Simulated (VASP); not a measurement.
Set up this calculation in VASP 6.6.1, as the native input.

```yaml
Task: single point
Functional: r2SCAN
Potentials_or_basis: VASP PAW PBE potentials, release 64 (Ti_sv, O)
Cutoff: 520 eV
k_mesh: 8 × 8 × 8
Occupations: gaussian, width 0.05 eV
Spin: no spin polarisation
Dipole_correction: no
Further_INCAR_settings: ALGO = Normal; EDIFF = 1e-06; NBANDS = 33
```

The system is TiO2.

```
Ti O
1.0
    -1.87770    1.87770    4.65520
     1.87770   -1.87770    4.65520
     1.87770    1.87770   -4.65520
Ti O
2 4
Direct
  0.00000 0.00000 0.00000
  0.75000 0.25000 0.50000
  0.21089 0.21089 0.00000
  0.96089 0.46089 0.50000
  0.53911 0.03911 0.50000
  0.78911 0.78911 0.00000
```

One way to write it, as run:

POSCAR

```
TiO2
1.0
   -1.8776989028      1.8776989028      4.6551965254
    1.8776989028     -1.8776989028      4.6551965254
    1.8776989028      1.8776989028     -4.6551965254
Ti O
2 4
Direct
    0.0000000000      0.0000000000      0.0000000000
    0.7500000000      0.2500000000      0.5000000000
    0.2108872545      0.2108872545      0.0000000000
    0.9608872545      0.4608872545      0.5000000000
    0.5391127455      0.0391127455      0.5000000000
    0.7891127455      0.7891127455      0.0000000000
```

INCAR.step1

```
PREC = Accurate ; ENCUT = 520
ISMEAR = 0 ; SIGMA = 0.05
LREAL = F ; LASPH = T
NELM = 100 ; NBANDS = 33
GGA = PE ; ALGO = Normal
EDIFF = 1E-4 ; LWAVE = T
LCHARG = F
```

INCAR.step2

```
PREC = Accurate ; ENCUT = 520
EDIFF = 1E-6 ; ISMEAR = 0
SIGMA = 0.05 ; LREAL = F
LASPH = T ; NELM = 100
ALGO = Normal ; ISIF = 2
LWAVE = F ; LCHARG = F
METAGGA = R2SCAN ; LMIXTAU = T
NBANDS = 33 ; ISTART = 1
```

KPOINTS

```
regular mesh
0
Gamma
  8 8 8
```

Potentials or basis: VASP PAW PBE potentials, release 64 (Ti_sv, O).

Run with:

```console
$ cat potpaw_PBE.64/Ti_sv/POTCAR potpaw_PBE.64/O/POTCAR > POTCAR
$ cp INCAR.step1 INCAR
$ mpirun -np 1 vasp_std > vasp.out
$ cp INCAR.step2 INCAR
$ mpirun -np 1 vasp_std > vasp.out
```

It gave:

- Pressure: 9.5 GPa
- Largest force: 0.039 eV/Å
- Band gap on the k mesh: 2.54 eV (least direct gap 2.94 eV)

Caveat: the cell stands under pressure; the PAW data sets were made with another functional, which shifts forces and pressure a little.

Run time: 9 min on 1 thread of AMD EPYC 9R45 96-Core Processor (Zen 5) (shared host), peak memory 0.28 GiB.
